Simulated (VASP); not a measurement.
# KCl (Pm-3m) in VASP: notebook, part 2 of 2

VASP 6.6.1.

### 5 Single point, PBE-based screened hybrid with 10 % exact exchange

POSCAR

```
KCl
1.0
    3.7708086043      0.0000000000      0.0000000000
    0.0000000000      3.7708086043      0.0000000000
    0.0000000000      0.0000000000      3.7708086043
K Cl
1 1
Direct
    0.0000000000      0.0000000000      0.0000000000
    0.5000000000      0.5000000000      0.5000000000
```

INCAR.step1

```
SYSTEM = KCl
PREC = Accurate ; ENCUT = 520
EDIFF = 1E-5 ; ISMEAR = 0
SIGMA = 0.01 ; LREAL = .False.
LASPH = .True. ; NELM = 80
ALGO = Normal ; ISIF = 2
LWAVE = .True. ; GGA = PE
NBANDS = 15
```

INCAR.step2

```
SYSTEM = KCl
PREC = Accurate ; ENCUT = 520
EDIFF = 1E-6 ; ISMEAR = 0
SIGMA = 0.01 ; LREAL = .False.
LASPH = .True. ; NELM = 80
ALGO = Normal ; ISIF = 2
LWAVE = .False. ; LCHARG = .True.
GGA = PE ; LHFCALC = .True.
AEXX = 0.1 ; HFSCREEN = 0.3
PRECFOCK = Normal ; LELF = .True.
LVHAR = .True. ; ISTART = 1
NBANDS = 15
```

KPOINTS

```
Automatic mesh
0
Gamma
  4 4 4
  0 0 0
```

Potentials or basis: VASP PAW PBE potentials, release 64 (K_sv, Cl).

Started as:

```
cat potpaw_PBE.64/K_sv/POTCAR potpaw_PBE.64/Cl/POTCAR > POTCAR
cp INCAR.step1 INCAR
mpirun -np 1 vasp_std > vasp.out
cp INCAR.step2 INCAR
mpirun -np 1 vasp_std > vasp.out
```

OUTCAR:

```text
SYSTEM = KCl
   PREC = Accurate
   ENCUT = 520
   EDIFF = 1E-6
   ISMEAR = 0
   LREAL = .False.
   LASPH = .True.
   NELM = 80
   ISIF = 2
   GGA = PE
   LHFCALC = .True.
   AEXX = 0.1
   HFSCREEN = 0.3
   PRECFOCK = Normal
   ISTART = 1

 ion  position               nearest neighbor table
   1  0.000  0.000  0.000-
   2  0.500  0.500  0.500-

  LATTYP: Found a simple cubic cell.
 ALAT       =     3.7708086043

  Lattice vectors:

 A1 = (   3.7708086043,   0.0000000000,   0.0000000000)
 A2 = (   0.0000000000,   3.7708086043,   0.0000000000)
 A3 = (   0.0000000000,   0.0000000000,   3.7708086043)

Analysis of symmetry for initial positions (statically):
=====================================================================
 Subroutine PRICEL returns:
 Original cell was already a primitive cell.

 Routine SETGRP: Setting up the symmetry group for a
 simple cubic supercell.

 Subroutine GETGRP returns: Found 48 space group operations
 (whereof 48 operations were pure point group operations)
[... 167 lines left out ...]
      2     -14.0103      2.00000
      3     -12.5218      2.00000
      4     -12.5218      2.00000
      5     -12.5218      2.00000
      6      -1.0984      2.00000
      7      -1.0984      2.00000
      8      -1.0984      2.00000
      9       4.5823      0.00000
     10       6.1080      0.00000
     11       6.1080      0.00000
     12      10.5313      0.00000
     13      10.5313      0.00000
     14      10.5313      0.00000
[... 149 lines left out ...]
      2     -13.5344      2.00000
      3     -12.7179      2.00000
      4     -12.7179      2.00000
      5     -12.7179      2.00000
      6      -2.3472      2.00000
      7      -2.3472      2.00000
      8      -2.3472      2.00000
      9       8.5486      0.00000
     10       8.5486      0.00000
     11       8.5486      0.00000
     12       9.8429      0.00000
     13       9.8429      0.00000
     14       9.8429      0.00000
     15      12.3253      0.00000

------------------------ aborting loop because EDIFF is reached ----------------------------------------

  FORCE on cell =-STRESS in cart. coord.  units (eV):
  Direction    XX          YY          ZZ          XY          YZ          ZX
  --------------------------------------------------------------------------------------
  -------------------------------------------------------------------------------------
  Total        0.3206184      0.3206184      0.3206184      0.0000000      0.0000000      0.0000000
  in kB        9.5806638      9.5806638      9.5806638      0.0000000      0.0000000      0.0000000
  external PRESSURE =       9.5806638 kB  Pullay stress =       0.0000000 kB

 VOLUME and BASIS-vectors are now :
 -----------------------------------------------------------------------------
  energy-cutoff  :      520.00
  volume of cell :       53.62
      direct lattice vectors                 reciprocal lattice vectors
     3.770808604  0.000000000  0.000000000     0.265195109  0.000000000  0.000000000
     0.000000000  3.770808604  0.000000000     0.000000000  0.265195109  0.000000000
     0.000000000  0.000000000  3.770808604     0.000000000  0.000000000  0.265195109

 POSITION                                       TOTAL-FORCE (eV/Angst)
 -----------------------------------------------------------------------------------
      0.00000      0.00000      0.00000         0.000000      0.000000      0.000000
      1.88540      1.88540      1.88540         0.000000      0.000000      0.000000
 -----------------------------------------------------------------------------------
    total drift:                               -0.000000     -0.000000     -0.000000

  FREE ENERGIE OF THE ION-ELECTRON SYSTEM (eV)
  ---------------------------------------------------
  free  energy   TOTEN  =        -6.9964546207 eV

  energy  without entropy=       -6.9964546207  energy(sigma->0) =       -6.99645462
```

OSZICAR.step1:

```text
N       E                     dE             d eps       ncg     rms          rms(c)
DAV:   1     0.981084208649E+02    0.98108E+02   -0.73154E+03   300   0.982E+02
DAV:   2    -0.133364709308E+01   -0.99442E+02   -0.91948E+02   405   0.237E+02
DAV:   3    -0.674423521152E+01   -0.54106E+01   -0.53895E+01   377   0.500E+01
DAV:   4    -0.694386990396E+01   -0.19963E+00   -0.19960E+00   472   0.837E+00
DAV:   5    -0.694549447496E+01   -0.16246E-02   -0.16246E-02   398   0.850E-01    0.310E+00
DAV:   6    -0.667330414404E+01    0.27219E+00   -0.28979E-01   356   0.322E+00    0.259E+00
DAV:   7    -0.664030230999E+01    0.33002E-01   -0.89213E-02   384   0.198E+00    0.154E+00
DAV:   8    -0.664239149701E+01   -0.20892E-02   -0.17356E-02   404   0.996E-01    0.193E-01
DAV:   9    -0.664243715853E+01   -0.45662E-04   -0.72404E-04   398   0.187E-01    0.103E-01
DAV:  10    -0.664268206453E+01   -0.24491E-03   -0.32299E-04   335   0.145E-01    0.231E-02
DAV:  11    -0.664268095852E+01    0.11060E-05   -0.64269E-06   340   0.202E-02
   1 F= -.66426810E+01 E0= -.66426810E+01  d E =-.214020E-15
```

Run time: 2.9 min. Hardware: 1 thread of Intel Xeon Platinum 8375C at 2.90GHz (Ice Lake), shared host; peak memory 0.26 GiB.

What came out:

| Property | Result |
| --- | --- |
| Free energy | -6.9965 eV |
| Pressure | 1.0 GPa |
| Band gap on the k mesh | 5.46 eV (least direct gap 5.68 eV) |

Levels at points of the mesh, in eV from the valence-band top:
```csv
k point,band 5,band 6,band 7,band 8,band 9,band 10,band 11,band 12
"(0.00, 0.00, 0.00)",-11.64,-0.22,-0.22,-0.22,5.46,6.99,6.99,11.41
"(0.50, 0.00, 0.00)",-11.50,-1.94,-0.24,-0.24,8.42,8.47,9.05,10.61
"(0.50, 0.50, 0.00)",-11.58,-1.31,-1.31,0.00,6.67,7.84,9.54,9.54
"(0.50, 0.50, 0.50)",-11.84,-1.47,-1.47,-1.47,9.43,9.43,9.43,10.72
```

Caveat: the PAW data sets were made with another functional, which shifts forces and pressure a little. A k mesh can miss the band edges.

### 6 Summary

```tsv
level	share of exact exchange	screening parameter	gap on the mesh (eV)	pressure (GPa)
PBE-based screened hybrid with 50 % exact exchange	0.5	0.3 1/Å	7.25	0.2
HSE06	0.25	0.2079 1/Å	6.37	0.7
PBE-based screened hybrid with 100 % exact exchange	1	0.5 1/Å	7.92	-0.5
PBE-based screened hybrid with 10 % exact exchange	0.1	0.3 1/Å	5.46	1.0
```

Alike in all rows: task single point; potentials or basis VASP PAW PBE potentials, release 64 (K_sv, Cl); no spin polarisation; cell as given; k mesh 4 × 4 × 4; cutoff (eV) 520; smearing gaussian 0.01 eV.

On the cell as given the gap runs from 5.46 eV (PBE-based screened hybrid with 10 % exact exchange) to 7.92 eV (PBE-based screened hybrid with 100 % exact exchange). The pressure there spans -0.5 GPa (PBE-based screened hybrid with 100 % exact exchange) to 1.0 GPa (PBE-based screened hybrid with 10 % exact exchange); a positive pressure means that this level wants a larger cell, a negative one a smaller.

Caveats: the PAW data sets were made with another functional, which shifts forces and pressure a little.

Absolute energies hang on the potentials; compare differences alone.
